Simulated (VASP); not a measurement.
# Al (P6_3/mmc) in VASP: a series of runs

Al is run at these levels: r2SCAN; tasks: single point, relaxation of cell and atoms.

All numbers are computed with VASP 6.6.1; they aren't measurements. Logs are shortened: lines on timing, memory, paths and dates and some standing lists are left out, and cuts for length are marked.

## (1) The cell of the first run

The structure is hexagonal, space group P6_3/mmc (No. 194). The conventional cell has a = 2.828 Å, b = 2.828 Å, c = 4.739 Å, α = 90.00°, β = 90.00°, γ = 120.00°. Within 3.7 Å of Al (site symmetry -6m2) lie 12 Al at 2.83 to 2.88 Å.

## (2) Single point, r2SCAN

File POSCAR:

```
Al
1.0
    2.8275087944      0.0000000000      0.0000000000
   -1.4137543972      2.4486944454      0.0000000000
    0.0000000000      0.0000000000      4.7393797436
Al
2
Direct
    0.6666666667      0.3333333333      0.7500000000
    0.3333333333      0.6666666667      0.2500000000
```

File INCAR.step1:

```
SYSTEM = Al
ALGO = Normal
EDIFF = 1E-4
ENCUT = 520
GGA = PE
ISMEAR = 1
LASPH = .TRUE.
LCHARG = .FALSE.
LREAL = .FALSE.
LWAVE = .TRUE.
NBANDS = 10
NELM = 80
PREC = Accurate
SIGMA = 0.15
```

File INCAR.step2:

```
SYSTEM = Al
ALGO = Normal
EDIFF = 1E-6
ENCUT = 520
ISIF = 2
ISMEAR = 1
ISTART = 1
LASPH = .TRUE.
LCHARG = .FALSE.
LMIXTAU = .TRUE.
LREAL = .FALSE.
LWAVE = .FALSE.
METAGGA = R2SCAN
NBANDS = 10
NELM = 80
PREC = Accurate
SIGMA = 0.15
```

File KPOINTS:

```
k-points
0
G
  14 14 7
  0 0 0
```

Potentials or basis: VASP PAW PBE potentials, release 64 (Al).

On the command line:

```bash
$ cat potpaw_PBE.64/Al/POTCAR > POTCAR
$ cp INCAR.step1 INCAR
$ mpirun -np 1 vasp_std > vasp.out
$ cp INCAR.step2 INCAR
$ mpirun -np 1 vasp_std > vasp.out
```

OUTCAR:

```text
SYSTEM = Al
   EDIFF = 1E-6
   ENCUT = 520
   ISIF = 2
   ISMEAR = 1
   ISTART = 1
   LASPH = .TRUE.
   LREAL = .FALSE.
   METAGGA = R2SCAN
   NELM = 80
   PREC = Accurate

 ion  position               nearest neighbor table
   1  0.667  0.333  0.750-   2 2.88   2 2.88   2 2.88   2 2.88   2 2.88   2 2.88
   2  0.333  0.667  0.250-   1 2.88   1 2.88   1 2.88   1 2.88   1 2.88   1 2.88

  LATTYP: Found a hexagonal cell.
 ALAT       =     2.8275087944
 C/A-ratio  =     1.6761679939

  Lattice vectors:

 A1 = (   2.8275087944,   0.0000000000,   0.0000000000)
 A2 = (  -1.4137543972,   2.4486944454,   0.0000000000)
 A3 = (   0.0000000000,   0.0000000000,   4.7393797436)

Analysis of symmetry for initial positions (statically):
=====================================================================
 Subroutine PRICEL returns:
 Original cell was already a primitive cell.

 Routine SETGRP: Setting up the symmetry group for a
 hexagonal supercell.

 Subroutine GETGRP returns: Found 24 space group operations
 (whereof 12 operations were pure point group operations)
 out of a pool of 24 trial point group operations.

The static configuration has the point symmetry D_3d.
 The point group associated with its full space group is D_6h.

Analysis of symmetry for dynamics (positions and initial velocities):
=====================================================================
 Subroutine PRICEL returns:
 Original cell was already a primitive cell.

 Routine SETGRP: Setting up the symmetry group for a
 hexagonal supercell.

 Subroutine GETGRP returns: Found 24 space group operations
 (whereof 12 operations were pure point group operations)
 out of a pool of 24 trial point group operations.

The dynamic configuration has the point symmetry D_3d.
 The point group associated with its full space group is D_6h.

 Subroutine INISYM returns: Found 24 space group operations
 (whereof 12 operations are pure point group operations),
 and found     1 'primitive' translations

----------------------------------------------------------------------------------------

                                     Primitive cell

  volume of cell :      32.8141

  direct lattice vectors                    reciprocal lattice vectors
     2.827508794  0.000000000  0.000000000     0.353668219  0.204190442  0.000000000
    -1.413754397  2.448694445  0.000000000     0.000000000  0.408380883  0.000000000
     0.000000000  0.000000000  4.739379744     0.000000000  0.000000000  0.210998074

  length of vectors
     2.827508794  2.827508794  4.739379744     0.408380883  0.408380883  0.210998074

  position of ions in fractional coordinates (direct lattice)
     0.666666667  0.333333333  0.750000000
     0.333333333  0.666666667  0.250000000

  ion indices of the primitive-cell ions
   primitive index   ion index
                 1           1
                 2           2

----------------------------------------------------------------------------------------

 KPOINTS: k-points

Automatic generation of k-mesh.
 Grid dimensions read from file:
 generate k-points for:   14   14    7

 Generating k-lattice:

  Cartesian coordinates                     Fractional coordinates (reciprocal lattice)
     0.025262016  0.014585032  0.000000000     0.071428571  0.000000000  0.000000000
     0.000000000  0.029170063  0.000000000     0.000000000  0.071428571  0.000000000
     0.000000000  0.000000000  0.030142582     0.000000000  0.000000000  0.142857143

  Length of vectors
     0.029170063  0.029170063  0.030142582

  Shift w.r.t. Gamma in fractional coordinates (k-lattice)
     0.000000000  0.000000000  0.000000000

 Subroutine IBZKPT returns following result:
 ===========================================

 Found     96 irreducible k-points:

 Following reciprocal coordinates:
            Coordinates               Weight
  0.000000  0.000000  0.000000      1.000000
  0.071429 -0.000000  0.000000      6.000000
  0.142857  0.000000  0.000000      6.000000
  0.214286  0.000000  0.000000      6.000000
  0.285714  0.000000  0.000000      6.000000
  0.357143  0.000000  0.000000      6.000000
[... 16 lines left out ...]
  0.285714  0.285714  0.000000      6.000000
  0.357143  0.285714  0.000000      6.000000
 [... further k-points ...]
   k-points           NKPTS =     96   k-points in BZ     NKDIM =     96   number of bands    NBANDS=     10
   number of dos      NEDOS =    301   number of ions     NIONS =      2
   total plane-waves  NPLWV =  20736
   dimension x,y,z NGX =    24 NGY =   24 NGZ =   36
   dimension x,y,z NGXF=    48 NGYF=   48 NGZF=   72
   ions per type =               2
   NGX,Y,Z   is equivalent  to a cutoff of  14.11, 14.11, 12.63 a.u.
   NGXF,Y,Z  is equivalent  to a cutoff of  28.22, 28.22, 25.26 a.u.
 SYSTEM =  Al
   PREC   = accura    normal or accurate (medium, high low for compatibility)
   ISTART =      1    job   : 0-new  1-cont  2-samecut
   ICHARG =      0    charge: 1-file 2-atom 10-const
   ISPIN  =      1    spin polarized calculation?
   LNONCOLLINEAR =      F non collinear calculations
   LSORBIT =      F    spin-orbit coupling
   LASPH  =      T    aspherical Exc in radial PAW
   ENCUT  =  520.0 eV  38.22 Ry    6.18 a.u.   5.26  5.26  8.81*2*pi/ulx,y,z
   NELM   =     80;   NELMIN=  2; NELMDL=  0     # of ELM steps
   EDIFF  = 0.1E-05   stopping-criterion for ELM
   LREAL  =      F    real-space projection
   EDIFFG = 0.1E-04   stopping-criterion for IOM
   NSW    =      0    number of steps for IOM
   IBRION =     -1    ionic relax: 0-MD 1-quasi-New 2-CG
   NFREE  =      0    steps in history (QN), initial steepest desc. (CG)
   ISIF   =      2    stress and relaxation
   ISYM   =      2    0-nonsym 1-usesym 2-fastsym
   POTIM  = 0.5000    time-step for ionic-motion
   TEBEG  =    0.0;   TEEND  =   0.0 temperature during run
   PSTRESS=    0.0 pullay stress
   NELECT =       6.0000    total number of electrons
   NUPDOWN=      -1.0000    fix difference up-down
   EMIN   =  10.00;   EMAX   =-10.00  energy-range for DOS
   EFERMI =   0.00;   METHOD = LEGACY
   ISMEAR =     1;   SIGMA  =   0.15  broadening in eV -4-tet -1-fermi 0-gaus
   EFERMI_NEDOS =   21; number of points for ismear=-14 and -15
   IALGO  =     38    algorithm
   IMIX   =      4    mixing-type and parameters
     AMIX     =   0.40;   BMIX     =  1.00
     AMIX_MAG =   1.60;   BMIX_MAG =  1.00
  volume/ion in A,a.u.               =      16.41       110.72
  Fermi-wavevector in a.u.,A,eV,Ry     =   0.929191  1.755917 11.747227  0.863397
  Thomas-Fermi vector in A             =   2.055448
   LORBIT       =      0    0 simple, 1 ext, 2 COOP (PROOUT), +10 PAW based schemes
   METAGGA = R2SCAN    functional components
   LHFCALC =     F    Hartree Fock is set to
   AEXX    =    0.0000 exact exchange contribution
   IVDW    =     0    specifies the selected vdW correction
   LEPSILON=     F    determine dielectric tensor
   LRPA    =     F    only Hartree local field effects (RPA)
 non-spin polarized calculation
 Methfessel and Paxton  Order N= 1 SIGMA  =   0.15
  energy-cutoff  :      520.00
  volume of cell :       32.81
 maximum number of plane-waves:       895
 NGX is ok and might be reduce to    24
   NGX = 11   NGY = 11   NGZ = 17

 number of electron       6.0000000 magnetization

 Free energy of the ion-electron system (eV)
  ---------------------------------------------------
  ext. energy  EPLUGINS =         0.00000000
  ---------------------------------------------------
  free energy    TOTEN  =       -13.39232147 eV

  energy without entropy =      -13.39275498  energy(sigma->0) =      -13.39246597

 E-fermi :   8.1504     XC(G=0): -10.9356

 val. band max:        8.0464549896   @ k =   0.3571   0.2857   0.2857
 cond. band min:       8.1836410169   @ k =   0.3571   0.1429   0.0000
 fundamental gap:      0.1371860273
 Fermi energy:         8.1504339692

 k-point     1 :       0.0000    0.0000    0.0000
  band No.  band energies     occupation
      1      -3.8119      2.00000
      2       2.9018      2.00000
      3       3.1977      2.00000
      4      19.9102      0.00000
      5      19.9102      0.00000
      6      20.1041      0.00000
      7      20.1041      0.00000
      8      20.5113      0.00000
      9      22.6939      0.00000
     10      23.5113      0.00000

 k-point     2 :       0.0714   -0.0000    0.0000
  band No.  band energies     occupation
      1      -3.6780      2.00000
      2       3.0272      2.00000
      3       3.3270      2.00000
      4      17.4627      0.00000
      5      18.5287      0.00000
      6      19.6751      0.00000
      7      21.3948      0.00000
      8      21.6863      0.00000
      9      22.6884      0.00000
     10      23.5503      0.00000

 k-point     3 :       0.1429    0.0000    0.0000
  band No.  band energies     occupation
      1      -3.2770      2.00000
      2       3.4033      2.00000
      3       3.7119      2.00000
      4      14.5837      0.00000
      5      17.2798      0.00000
      6      18.4955      0.00000
      7      20.6341      0.00000
      8      20.7760      0.00000
      9      22.6304      0.00000
     10      22.7608      0.00000

 k-point     4 :       0.2143    0.0000    0.0000
  band No.  band energies     occupation
      1      -2.6113      2.00000
      2       4.0303      2.00000
      3       4.3418      2.00000
      4      11.8223      0.00000
      5      16.2582      0.00000
      6      16.9947      0.00000
      7      18.0565      0.00000
      8      18.9540      0.00000
      9      22.0086      0.00000
     10      22.4390      0.00000
[... 222 lines left out ...]
 k-point    22 :       0.3571    0.2143    0.0000
  band No.  band energies     occupation
      1       2.5952      2.00000
      2       4.3495      2.00000
      3       7.6567      2.00003
      4       8.9750     -0.00000
      5       9.6256     -0.00000
      6      10.8840     -0.00000
      7      11.9300      0.00000
      8      14.5552      0.00000
      9      15.1134      0.00000
     10      23.4739      0.00000

 k-point    23 :       0.2857    0.2857    0.0000
  band No.  band energies     occupation
      1       2.4688      2.00000
      2       5.8587      2.00000
      3       6.0123      2.00000
      4       8.8762     -0.00000
      5       9.5708     -0.00000
      6      11.9958      0.00000
      7      12.8477      0.00000
      8      13.1709      0.00000
      9      13.8292      0.00000
     10      25.9445      0.00000

 k-point    24 :       0.3571    0.2857    0.0000
  band No.  band energies     occupation
      1       4.1021      2.00000
      2       4.1158      2.00000
      3       5.8323      2.00000
      4      10.1517     -0.00000
      5      10.3514     -0.00000
      6      10.7953     -0.00000
      7      12.1045      0.00000
      8      12.7191      0.00000
      9      13.3934      0.00000
     10      26.2214      0.00000

 [... further k-points ...]
[... 5 lines left out ...]
  --------------------------------------------------------------------------------------
  -------------------------------------------------------------------------------------
  Total       -0.4798847     -0.4798847     -0.4335770      0.0000000     -0.0000000      0.0000000
  in kB      -23.4308183    -23.4308183    -21.1697978      0.0000000     -0.0000000      0.0000000
  external PRESSURE =     -22.6771448 kB  Pullay stress =       0.0000000 kB

 VOLUME and BASIS-vectors are now :
 -----------------------------------------------------------------------------
  energy-cutoff  :      520.00
  volume of cell :       32.81
      direct lattice vectors                 reciprocal lattice vectors
     2.827508794  0.000000000  0.000000000     0.353668219  0.204190442  0.000000000
    -1.413754397  2.448694445  0.000000000     0.000000000  0.408380883  0.000000000
     0.000000000  0.000000000  4.739379744     0.000000000  0.000000000  0.210998074

 POSITION                                       TOTAL-FORCE (eV/Angst)
 -----------------------------------------------------------------------------------
      1.41375      0.81623      3.55453        -0.000000      0.000000     -0.000000
     -0.00000      1.63246      1.18484         0.000000     -0.000000      0.000000
 -----------------------------------------------------------------------------------
    total drift:                                0.000000     -0.000000     -0.000000

  FREE ENERGIE OF THE ION-ELECTRON SYSTEM (eV)
  ---------------------------------------------------
  free  energy   TOTEN  =       -13.3923214668 eV

  energy  without entropy=      -13.3927549787  energy(sigma->0) =      -13.39246597
```

Run time: 73 s. Hardware: 1 thread of Intel Xeon Platinum 8259CL at 2.50GHz (Skylake/Cascade Lake), shared host; peak memory 0.16 GiB.

What came out:

```yaml
Free_energy: -13.3923 eV
Pressure: -2.3 GPa
Band_gap_on_the_k_mesh: zero (band 3 reaches 11.15 eV, above the bottom of band 4 at 5.02 eV)
```

Stress tensor (GPa, compression positive):
```
-2.34  0.00  0.00
 0.00 -2.34  0.00
 0.00  0.00 -2.12
```

Caveat: the PAW data sets were made with another functional, which shifts forces and pressure a little.

## (3) Relaxation of cell and atoms, r2SCAN, target pressure -2 GPa, at which the enthalpy is minimised

This run uses another cell than the first one, of 16.67 Å³/atom, 1.016 times its volume.

File POSCAR:

```
Al
1.0
    2.8124550000      0.0000000000      0.0000000000
   -1.4062275000      2.4356574770      0.0000000000
    0.0000000000      0.0000000000      4.8668500000
Al
2
Direct
    0.6666670000      0.3333330000      0.7500000000
    0.3333330000      0.6666670000      0.2500000000
```

File INCAR.step1:

```
ALGO     = Normal         # electronic algorithm
EDIFF    = 1E-4           # SCF threshold, eV
ENCUT    = 600            # plane-wave cutoff, eV
GGA      = PE             # functional
ISMEAR   = 1              # smearing method
LASPH    = T              # aspherical terms in the spheres
LCHARG   = F              # write CHGCAR
LREAL    = F              # projectors in reciprocal space
LWAVE    = T              # write WAVECAR
NELM     = 80             # most SCF steps
PREC     = Accurate       # precision mode
SIGMA    = 0.15           # smearing width, eV
```

File INCAR.step2:

```
ALGO     = Normal         # electronic algorithm
EDIFF    = 1E-7           # SCF threshold, eV
EDIFFG   = -0.01          # ionic threshold
ENCUT    = 600            # plane-wave cutoff, eV
IBRION   = 2              # ionic algorithm
ISIF     = 3              # what is computed and relaxed
ISMEAR   = 1              # smearing method
ISTART   = 1            
LASPH    = T              # aspherical terms in the spheres
LCHARG   = F              # write CHGCAR
LMIXTAU  = T            
LREAL    = F              # projectors in reciprocal space
LWAVE    = F              # write WAVECAR
METAGGA  = R2SCAN         # meta-GGA
NELM     = 80             # most SCF steps
NSW      = 80             # ionic steps
PREC     = Accurate       # precision mode
PSTRESS  = -20.0        
SIGMA    = 0.15           # smearing width, eV
```

File KPOINTS:

```
k-points
0
Gamma
  14 14 7
```

Potentials or basis: VASP PAW PBE potentials, release 64 (Al).

On the command line:

```bash
$ cat potpaw_PBE.64/Al/POTCAR > POTCAR
$ cp INCAR.step1 INCAR
$ mpirun -np 1 vasp_std > vasp.out
$ cp INCAR.step2 INCAR
$ mpirun -np 1 vasp_std > vasp.out
```

Wall time 4.3 min (1 thread of Intel Xeon Platinum 8259CL at 2.50GHz (Skylake/Cascade Lake), shared host); peak memory 0.17 GiB.

The run converged. Its results:

```
Free energy                                            : -13.3933 eV
Relaxed volume                                         : 16.37 Å³/atom
Relaxed cell                                           : a = 2.816 Å, b = 2.816 Å, c = 4.768 Å, α = 90.00°, β = 90.00°, γ = 120.00°
Space group after relaxing (to 0.05 Å)                 : P6_3/mmc (No. 194)
Energy change on relaxing (the enthalpy is what falls) : -6.7 meV/atom
Ionic steps                                            : 6
Pressure after relaxing                                : -2.1 GPa
Band gap on the k mesh                                 : zero (band 3 reaches 11.03 eV, above the bottom of band 4 at 5.06 eV)
```

The path:
```tsv
step	energy change (eV)	largest force (eV/Å)	pressure (GPa)	volume (Å³)
1	0.0000	0.0000	-3.30	33.34
2	-0.0134	0.0000	-1.88	32.69
3	-0.0147	0.0000	-1.65	32.60
4	-0.0139	0.0000	-1.95	32.71
5	-0.0131	0.0000	-2.13	32.77
6	-0.0134	0.0000	-2.06	32.75
```

Final structure:
```
Al
1.0
     2.81608    0.00000    0.00000
    -1.40804    2.43880    0.00000
     0.00000    0.00000    4.76845
Al
2
Direct
  0.66667 0.33333 0.75000
  0.33333 0.66667 0.25000
```

Levels at points of the mesh, in eV from the Fermi level:
```csv
k point,band 1,band 2,band 3,band 4,band 5,band 6,band 7
"(0.00, 0.00, 0.00)",-11.94,-5.28,-5.05,11.99,11.99,12.14,12.23
"(0.50, 0.00, 0.00)",-5.49,-5.48,0.57,0.92,1.35,1.72,6.48
```

Caveat: the cell is relaxed towards a set pressure, so the enthalpy falls and the energy may rise; the PAW data sets were made with another functional, which shifts forces and pressure a little.

## (4) Relaxation of cell and atoms, r2SCAN

This run uses another cell than the first one, of 16.67 Å³/atom, 1.016 times its volume.

POSCAR is that of step 3.

File INCAR.step1:

```
SYSTEM = Al
  PREC = Accurate
  ENCUT = 600
  ISMEAR = 1
  SIGMA = 0.15
  LREAL = .False.
  LASPH = .True.
  NELM = 80
  GGA = PE
  ALGO = Normal
  EDIFF = 1E-4
  LWAVE = .True.
  LCHARG = .False.
```

File INCAR.step2:

```
SYSTEM = Al
  PREC = Accurate
  ENCUT = 600
  EDIFF = 1E-7
  ISMEAR = 1
  SIGMA = 0.15
  LREAL = .False.
  LASPH = .True.
  NELM = 80
  ALGO = Normal
  ISIF = 3
  LWAVE = .False.
  LCHARG = .False.
  METAGGA = R2SCAN
  LMIXTAU = .True.
  IBRION = 2
  NSW = 80
  EDIFFG = -0.01
  ISTART = 1
```

File KPOINTS:

```
regular mesh
0
Gamma
  14 14 7
  0 0 0
```

On the command line:

```bash
$ cat potpaw_PBE.64/Al/POTCAR > POTCAR
$ cp INCAR.step1 INCAR
$ mpirun -np 1 vasp_std > vasp.out
$ cp INCAR.step2 INCAR
$ mpirun -np 1 vasp_std > vasp.out
```

Wall time 3.6 min (1 thread of Intel Xeon Platinum 8259CL at 2.50GHz (Skylake/Cascade Lake), shared host); peak memory 0.17 GiB.

Results (log left out):

```
Free energy                            : -13.3987 eV
Relaxed volume                         : 15.97 Å³/atom
Relaxed cell                           : a = 2.794 Å, b = 2.794 Å, c = 4.724 Å, α = 90.00°, β = 90.00°, γ = 120.00°
Space group after relaxing (to 0.05 Å) : P6_3/mmc (No. 194)
Energy gained by relaxing              : 9.4 meV/atom
Ionic steps                            : 5
Pressure after relaxing                : 0.1 GPa
Band gap on the k mesh                 : zero (band 3 reaches 11.34 eV, above the bottom of band 4 at 5.31 eV)
```

Step by step:
| step | energy change (eV) | largest force (eV/Å) | pressure (GPa) | volume (Å³) |
| --- | --- | --- | --- | --- |
| 1 | 0.0000 | 0.0000 | -3.30 | 33.34 |
| 2 | -0.0171 | 0.0000 | 0.80 | 31.71 |
| 3 | -0.0174 | 0.0000 | 0.29 | 31.89 |
| 4 | -0.0186 | 0.0000 | 0.12 | 31.92 |
| 5 | -0.0187 | 0.0000 | 0.07 | 31.93 |

Final structure:
```cif
data_structure
_symmetry_space_group_name_H-M 'P 1'
_symmetry_Int_Tables_number 1
_cell_length_a 2.7938
_cell_length_b 2.7938
_cell_length_c 4.7244
_cell_angle_alpha 90.000
_cell_angle_beta 90.000
_cell_angle_gamma 120.000
_cell_volume 31.93
loop_
_atom_site_label
_atom_site_type_symbol
_atom_site_fract_x
_atom_site_fract_y
_atom_site_fract_z
_atom_site_occupancy
Al1 Al 0.66667 0.33333 0.75000 1
Al2 Al 0.33333 0.66667 0.25000 1
```

Levels at points of the mesh, in eV from the Fermi level:
```tsv
k point	band 1	band 2	band 3	band 4	band 5	band 6	band 7
(0.00, 0.00, 0.00)	-12.14	-5.40	-5.09	12.18	12.18	12.25	12.36
(0.50, 0.00, 0.00)	-5.62	-5.57	0.54	0.96	1.29	1.77	6.58
```

Caveat: the PAW data sets were made with another functional, which shifts forces and pressure a little.

(Part 1 of 2 ends here.)
